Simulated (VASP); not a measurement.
Write the native input for VASP 6.6.1 that does the following.

```yaml
Task: single point
Functional: LDA
Potentials_or_basis: VASP PAW LDA potentials, release 64 (Si, O)
Cutoff: 520 eV
k_mesh: 6 × 6 × 4
Occupations: gaussian, width 0.02 eV
Spin: no spin polarisation
Dipole_correction: no
Further_INCAR_settings: ALGO = Normal; EDIFF = 1e-06; NBANDS = 44
```

The structure of SiO2 lies in POSCAR:

```
SiO2
1.0
    4.7810201521      0.0000000000      0.0000000000
    0.0000000000      4.7810201521      0.0000000000
    0.0000000000      0.0000000000      7.4200045878
Si O
4 8
Direct
    0.0000000000      0.0000000000      0.0000000000
    0.0000000000      0.5000000000      0.2500000000
    0.5000000000      0.5000000000      0.5000000000
    0.5000000000      0.0000000000      0.7500000000
    0.1081327886      0.2500000000      0.1250000000
    0.2500000000      0.6081327886      0.3750000000
    0.7500000000      0.3918672114      0.3750000000
    0.8918672114      0.7500000000      0.1250000000
    0.6081327886      0.7500000000      0.6250000000
    0.7500000000      0.1081327886      0.8750000000
    0.2500000000      0.8918672114      0.8750000000
    0.3918672114      0.2500000000      0.6250000000
```

This cell differs from its parent crystal: biaxial strain in the a-b plane: -3.0 %.

These files were run (other wordings do the same):

INCAR

```
  PREC = Accurate
  ENCUT = 520
  EDIFF = 1E-6
  ISMEAR = 0
  SIGMA = 0.02
  LREAL = F
  LASPH = T
  NELM = 80
  ALGO = Normal
  ISIF = 2
  LWAVE = F
  LCHARG = T
  LELF = T
  LVHAR = T
  NBANDS = 44
```

KPOINTS

```
regular mesh
0
Gamma
  6 6 4
```

Potentials or basis: VASP PAW LDA potentials, release 64 (Si, O).

The run is started by

```bash
$ cat potpaw_LDA.64/Si/POTCAR potpaw_LDA.64/O/POTCAR > POTCAR
$ mpirun -np 1 vasp_std > vasp.out
```

Results of the run:

| Quantity | Value |
| --- | --- |
| Pressure | 3.9 GPa |
| Largest force | 0.279 eV/Å |
| Band gap on the k mesh | 5.90 eV |

Caveat: the cell differs from its parent crystal (biaxial strain in the a-b plane: -3.0 %); the cell stands under pressure.

It took 100 s on 1 thread of Intel(R) Xeon(R) 6975P-C (Granite Rapids), on a shared host, peak memory 0.28 GiB.
